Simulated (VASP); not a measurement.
# RbBr (Pm-3m) in VASP: a series of runs, part 3 of 3

VASP 6.6.1. Earlier steps stand in the parts before.

### Step 4. Single point, PBE-based screened hybrid

POSCAR

```
RbBr
1.0
    4.1260773000      0.0000000000      0.0000000000
    0.0000000000      4.1260773000      0.0000000000
    0.0000000000      0.0000000000      4.1260773000
Rb Br
1 1
Direct
    0.0000000000      0.0000000000      0.0000000000
    0.5000000000      0.5000000000      0.5000000000
```

INCAR.step1

```
SYSTEM = RbBr
PREC     = Accurate       ! precision mode
ENCUT    = 520            ! plane-wave cutoff, eV
EDIFF    = 1E-5           ! SCF threshold, eV
ISMEAR   = -1             ! smearing method
SIGMA    = 0.05           ! smearing width, eV
LREAL    = .FALSE.        ! projectors in reciprocal space
LASPH    = .TRUE.         ! aspherical terms in the spheres
NELM     = 80             ! most SCF steps
ALGO     = Normal         ! electronic algorithm
ISIF     = 2              ! what is computed and relaxed
LWAVE    = .TRUE.         ! write WAVECAR
LCHARG   = .FALSE.        ! write CHGCAR
NBANDS   = 15             ! bands
GGA      = PE             ! functional
```

INCAR.step2

```
SYSTEM = RbBr
PREC     = Accurate       ! precision mode
ENCUT    = 520            ! plane-wave cutoff, eV
EDIFF    = 1E-6           ! SCF threshold, eV
ISMEAR   = -1             ! smearing method
SIGMA    = 0.05           ! smearing width, eV
LREAL    = .FALSE.        ! projectors in reciprocal space
LASPH    = .TRUE.         ! aspherical terms in the spheres
NELM     = 80             ! most SCF steps
ALGO     = Normal         ! electronic algorithm
ISIF     = 2              ! what is computed and relaxed
LWAVE    = .FALSE.        ! write WAVECAR
LCHARG   = .FALSE.        ! write CHGCAR
GGA      = PE             ! functional
LHFCALC  = .TRUE.         ! exact exchange
AEXX     = 0.5            ! exact-exchange fraction
HFSCREEN = 0.2            ! screening, 1/A
PRECFOCK = Normal       
NBANDS   = 15             ! bands
ISTART   = 1
```

KPOINTS

```
Automatic mesh
0
G
  4 4 4
  0 0 0
```

Potentials or basis: VASP PAW PBE potentials, release 64 (Rb_sv, Br).

Command:

```bash
$ cat potpaw_PBE.64/Rb_sv/POTCAR potpaw_PBE.64/Br/POTCAR > POTCAR
$ cp INCAR.step1 INCAR
$ mpirun -np 1 vasp_std > vasp.out
$ cp INCAR.step2 INCAR
$ mpirun -np 1 vasp_std > vasp.out
```

OUTCAR:

```text
SYSTEM = RbBr
   PREC = Accurate
   ENCUT = 520
   EDIFF = 1E-6
   ISMEAR = -1
   LREAL = .FALSE.
   LASPH = .TRUE.
   NELM = 80
   ISIF = 2
   GGA = PE
   LHFCALC = .TRUE.
   AEXX = 0.5
   HFSCREEN = 0.2
   PRECFOCK = Normal
   ISTART = 1

 ion  position               nearest neighbor table
   1  0.000  0.000  0.000-   2 3.57   2 3.57   2 3.57   2 3.57   2 3.57   2 3.57   2 3.57   2 3.57

   2  0.500  0.500  0.500-   1 3.57   1 3.57   1 3.57   1 3.57   1 3.57   1 3.57   1 3.57   1 3.57

  LATTYP: Found a simple cubic cell.
 ALAT       =     4.1260773000

  Lattice vectors:

 A1 = (   4.1260773000,   0.0000000000,   0.0000000000)
 A2 = (   0.0000000000,   4.1260773000,   0.0000000000)
 A3 = (   0.0000000000,   0.0000000000,   4.1260773000)

Analysis of symmetry for initial positions (statically):
=====================================================================
 Subroutine PRICEL returns:
 Original cell was already a primitive cell.

 Routine SETGRP: Setting up the symmetry group for a
 simple cubic supercell.

 Subroutine GETGRP returns: Found 48 space group operations
 (whereof 48 operations were pure point group operations)
 out of a pool of 48 trial point group operations.

The static configuration has the point symmetry O_h .

Analysis of symmetry for dynamics (positions and initial velocities):
=====================================================================
 Subroutine PRICEL returns:
 Original cell was already a primitive cell.

 Routine SETGRP: Setting up the symmetry group for a
 simple cubic supercell.

 Subroutine GETGRP returns: Found 48 space group operations
 (whereof 48 operations were pure point group operations)
 out of a pool of 48 trial point group operations.

The dynamic configuration has the point symmetry O_h .

 Subroutine INISYM returns: Found 48 space group operations
 (whereof 48 operations are pure point group operations),
 and found     1 'primitive' translations

----------------------------------------------------------------------------------------

                                     Primitive cell

  volume of cell :      70.2445

  direct lattice vectors                    reciprocal lattice vectors
     4.126077300  0.000000000  0.000000000     0.242360947  0.000000000  0.000000000
     0.000000000  4.126077300  0.000000000     0.000000000  0.242360947  0.000000000
     0.000000000  0.000000000  4.126077300     0.000000000  0.000000000  0.242360947

  length of vectors
     4.126077300  4.126077300  4.126077300     0.242360947  0.242360947  0.242360947

  position of ions in fractional coordinates (direct lattice)
     0.000000000  0.000000000  0.000000000
     0.500000000  0.500000000  0.500000000

  ion indices of the primitive-cell ions
   primitive index   ion index
                 1           1
                 2           2

----------------------------------------------------------------------------------------

 KPOINTS: Automatic mesh

Automatic generation of k-mesh.
 Grid dimensions read from file:
 generate k-points for:    4    4    4

 Generating k-lattice:

  Cartesian coordinates                     Fractional coordinates (reciprocal lattice)
     0.060590237  0.000000000  0.000000000     0.250000000  0.000000000  0.000000000
     0.000000000  0.060590237  0.000000000     0.000000000  0.250000000  0.000000000
[... 36 lines left out ...]
   ICHARG =      0    charge: 1-file 2-atom 10-const
   ISPIN  =      1    spin polarized calculation?
   LNONCOLLINEAR =      F non collinear calculations
   LSORBIT =      F    spin-orbit coupling
   LASPH  =      T    aspherical Exc in radial PAW
   ENCUT  =  520.0 eV  38.22 Ry    6.18 a.u.   7.67  7.67  7.67*2*pi/ulx,y,z
   NELM   =     80;   NELMIN=  2; NELMDL=  0     # of ELM steps
   EDIFF  = 0.1E-05   stopping-criterion for ELM
   LREAL  =      F    real-space projection
   EDIFFG = 0.1E-04   stopping-criterion for IOM
   NSW    =      0    number of steps for IOM
   IBRION =     -1    ionic relax: 0-MD 1-quasi-New 2-CG
   NFREE  =      0    steps in history (QN), initial steepest desc. (CG)
   ISIF   =      2    stress and relaxation
   ISYM   =      3    0-nonsym 1-usesym 2-fastsym
   POTIM  = 0.5000    time-step for ionic-motion
   TEBEG  =    0.0;   TEEND  =   0.0 temperature during run
   PSTRESS=    0.0 pullay stress
   NELECT =      16.0000    total number of electrons
   NUPDOWN=      -1.0000    fix difference up-down
   EMIN   =  10.00;   EMAX   =-10.00  energy-range for DOS
   EFERMI =   0.00;   METHOD = LEGACY
   ISMEAR =    -1;   SIGMA  =   0.05  broadening in eV -4-tet -1-fermi 0-gaus
   EFERMI_NEDOS =   21; number of points for ismear=-14 and -15
   IALGO  =     38    algorithm
   IMIX   =      1    mixing-type and parameters
     AMIX     =   0.40;   BMIX     =  1.00
     AMIX_MAG =   1.60;   BMIX_MAG =  1.00
  volume/ion in A,a.u.               =      35.12       237.02
  Fermi-wavevector in a.u.,A,eV,Ry     =   0.999795  1.889338 13.600238  0.999589
  Thomas-Fermi vector in A             =   2.132108
   LORBIT       =      0    0 simple, 1 ext, 2 COOP (PROOUT), +10 PAW based schemes
   GGA     = PE    functional components
   LHFCALC =     T    Hartree Fock is set to
   PRECFOCK=normal    Normal, Fast or Accurate (Low or Medium for compatibility)
   ENCUT4O =  -1.0   cutoff for four orbital integrals eV
   NKREDX  =     1    reduce k-point grid by
   NKREDY  =     1    reduce k-point grid by
   NKREDZ  =     1    reduce k-point grid by
   AEXX    =    0.5000 exact exchange contribution
   HFSCREEN=    0.2000 screening length (either q_TF or 0.3 A-1)
   HFSCREENC=   0.2000 screening length for correlation (either q_TF or 0.3 A-1)
   ENCUTFOCK=  -1.0 apply spherical cutoff to Coloumb kernel
   IVDW    =     0    specifies the selected vdW correction
   LEPSILON=     F    determine dielectric tensor
   LRPA    =     F    only Hartree local field effects (RPA)
 non-spin polarized calculation
  energy-cutoff  :      520.00
  volume of cell :       70.24
 maximum number of plane-waves:      1924
 NGX is ok and might be reduce to    32
  NGX = 24; NGY = 24; NGZ = 24

 number of electron      16.0000002 magnetization

 Free energy of the ion-electron system (eV)
  ---------------------------------------------------
  ext. energy  EPLUGINS =         0.00000000
  ---------------------------------------------------
  free energy    TOTEN  =        -8.02194644 eV

  energy without entropy =       -8.02194644  energy(sigma->0) =       -8.02194644

 E-fermi :  -1.2024     XC(G=0):  -5.3173

 val. band max:       -2.4119144300   @ k =   0.5000   0.5000   0.0000
 cond. band min:       4.1263170066   @ k =   0.0000   0.0000   0.0000
 fundamental gap:      6.5382314367
 Fermi energy:        -1.2024486784

 k-point     1 :       0.0000    0.0000    0.0000
  band No.  band energies     occupation
      1     -30.9344      2.00000
      2     -17.1361      2.00000
      3     -12.5867      2.00000
      4     -12.5867      2.00000
      5     -12.5867      2.00000
      6      -2.5866      2.00000
      7      -2.5866      2.00000
      8      -2.5866      2.00000
      9       4.1263      0.00000
     10       5.6056      0.00000
     11       5.6056      0.00000
     12      10.5428      0.00000
     13      10.5428      0.00000
     14      10.5428      0.00000
[... 149 lines left out ...]
      2     -16.7661      2.00000
      3     -12.8171      2.00000
      4     -12.8171      2.00000
      5     -12.8171      2.00000
      6      -3.9066      2.00000
      7      -3.9066      2.00000
      8      -3.9066      2.00000
      9       8.3301      0.00000
     10       8.3301      0.00000
     11       8.3301      0.00000
     12       9.9190      0.00000
     13       9.9190      0.00000
     14       9.9190      0.00000
     15      13.1026      0.00000

------------------------ aborting loop because EDIFF is reached ----------------------------------------

  FORCE on cell =-STRESS in cart. coord.  units (eV):
  Direction    XX          YY          ZZ          XY          YZ          ZX
  --------------------------------------------------------------------------------------
  -------------------------------------------------------------------------------------
  Total        0.0343234      0.0343234      0.0343234      0.0000000      0.0000000     -0.0000000
  in kB        0.7828692      0.7828692      0.7828692      0.0000000      0.0000000     -0.0000000
  external PRESSURE =       0.7828692 kB  Pullay stress =       0.0000000 kB

 VOLUME and BASIS-vectors are now :
 -----------------------------------------------------------------------------
  energy-cutoff  :      520.00
  volume of cell :       70.24
      direct lattice vectors                 reciprocal lattice vectors
     4.126077300  0.000000000  0.000000000     0.242360947  0.000000000  0.000000000
     0.000000000  4.126077300  0.000000000     0.000000000  0.242360947  0.000000000
     0.000000000  0.000000000  4.126077300     0.000000000  0.000000000  0.242360947

 POSITION                                       TOTAL-FORCE (eV/Angst)
 -----------------------------------------------------------------------------------
      0.00000      0.00000      0.00000         0.000000      0.000000      0.000000
      2.06304      2.06304      2.06304         0.000000      0.000000      0.000000
 -----------------------------------------------------------------------------------
    total drift:                                0.000005      0.000004      0.000005

  FREE ENERGIE OF THE ION-ELECTRON SYSTEM (eV)
  ---------------------------------------------------
  free  energy   TOTEN  =        -8.0219464415 eV

  energy  without entropy=       -8.0219464415  energy(sigma->0) =       -8.02194644
```

It took 5.4 min on 1 thread of Oxide Virtual Turin-like, shared host; peak memory 0.26 GiB.

What came out:

| Quantity | Value |
| --- | --- |
| Free energy | -8.0219 eV |
| Pressure | 0.1 GPa |
| Band gap on the k mesh | 6.54 eV, indirect (least direct gap 6.71 eV) |

Caveat: the PAW data sets were made with another functional, which shifts forces and pressure a little. A k mesh can miss the band edges.

### Step 5. Overview

| task | level | cell | k mesh | cutoff (eV) | grid for exact exchange (PRECFOCK) | share of exact exchange | screening parameter | gap on the mesh (eV) | pressure (GPa) |
| --- | --- | --- | --- | --- | --- | --- | --- | --- | --- |
| relaxation of cell and atoms | revPBE | relaxed | 7 × 7 × 7 | 600 | - | - | - | 3.93 | 0.0 |
| single point | PBE-based screened hybrid | as given | 4 × 4 × 4 | 520 | Normal | 0.4 | 0.2 1/Å | 6.03 | 0.2 |
| single point | PBE-based screened hybrid | as given | 4 × 4 × 4 | 520 | Normal | 0.5 | 0.2 1/Å | 6.54 | 0.1 |

Alike in all rows: potentials or basis VASP PAW PBE potentials, release 64 (Rb_sv, Br); no spin polarisation; smearing fermi-dirac 0.05 eV.

Caveats: the PAW data sets were made with another functional, which shifts forces and pressure a little.

Total energies depend on the potentials used, so only differences within one code and one set of settings carry meaning.
